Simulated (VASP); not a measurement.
A run of VASP 6.6.1 is set up as follows.

Contents of INCAR:

```
SYSTEM = Zn
PREC = Accurate ; ENCUT = 520
EDIFF = 1E-6 ; ISMEAR = -1
SIGMA = 0.1 ; LREAL = .FALSE.
LASPH = .TRUE. ; NELM = 100
ALGO = Normal ; ISIF = 2
LWAVE = .FALSE. ; LCHARG = .FALSE.
NBANDS = 12
```

KPOINTS

```
regular mesh
0
G
  13 13 13
  0 0 0
```

File POSCAR:

```
Zn
1.0
    0.0000000000      1.9647800000      1.9647800000
    1.9647800000      0.0000000000      1.9647800000
    1.9647800000      1.9647800000      0.0000000000
Zn
1
Direct
    0.0000000000      0.0000000000      0.0000000000
```

Potentials or basis: VASP PAW LDA potentials, release 64 (Zn).

Command:

```bash
$ cat potpaw_LDA.64/Zn/POTCAR > POTCAR
$ mpirun -np 1 vasp_std > vasp.out
```

Problem. What does it give for the pressure?

Solution. -8.0 GPa.

Problem. Predict the band gap on the k mesh.

Solution. Zero (band 6 reaches 3.96 eV, above the bottom of band 7 at 1.62 eV).
